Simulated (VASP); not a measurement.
Wanted: the native input for a VASP 6.6.1 run.

```yaml
Task: electric field gradients
Functional: PBE
Potentials_or_basis: VASP PAW PBE potentials, release 64 (Cd, Se)
Cutoff: 520 eV
k_mesh: 12 × 12 × 12
Occupations: fermi-dirac, width 0.03 eV
Spin: no spin polarisation
Dipole_correction: no
Further_INCAR_settings: ALGO = Normal; EDIFF = 1e-08; NBANDS = 16
```

The structure of CdSe (rocksalt type) lies in POSCAR:

```
CdSe
1.0
    0.0000000000      2.8690690698      2.8690690698
    2.8690690698      0.0000000000      2.8690690698
    2.8690690698      2.8690690698      0.0000000000
Cd Se
1 1
Direct
    0.0000000000      0.0000000000      0.0000000000
    0.5000000000      0.5000000000      0.5000000000
```

One way to write it, as run:

INCAR

```
SYSTEM = CdSe
ALGO     = Normal         ! electronic algorithm
EDIFF    = 1E-8           ! SCF threshold, eV
ENCUT    = 520            ! plane-wave cutoff, eV
GGA      = PE             ! functional
ISIF     = 2              ! what is computed and relaxed
ISMEAR   = -1             ! smearing method
LASPH    = .True.         ! aspherical terms in the spheres
LCHARG   = .False.        ! write CHGCAR
LEFG     = .True.       
LREAL    = .False.        ! projectors in reciprocal space
LWAVE    = .False.        ! write WAVECAR
NBANDS   = 16             ! bands
NELM     = 100            ! most SCF steps
PREC     = Accurate       ! precision mode
SIGMA    = 0.03           ! smearing width, eV
```

KPOINTS

```
k-points
0
Gamma
  12 12 12
  0 0 0
```

Potentials or basis: VASP PAW PBE potentials, release 64 (Cd, Se).

Launch:

```sh
$ cat potpaw_PBE.64/Cd/POTCAR potpaw_PBE.64/Se/POTCAR > POTCAR
$ mpirun -np 1 vasp_std > vasp.out
```

It gave:

```yaml
Pressure: 0.3 GPa
Band_gap_on_the_k_mesh: zero (band 9 reaches 2.29 eV, above the bottom of band 10 at 1.86 eV)
```

Caveat: without QUAD_EFG the Cq values of the log hold for a quadrupole moment of 1 mb, not for the nuclei.

Run time: 58 s on 1 thread of Intel(R) Xeon(R) Platinum 8259CL CPU @ 2.50GHz (Skylake/Cascade Lake) (shared host), peak memory 0.2 GiB.
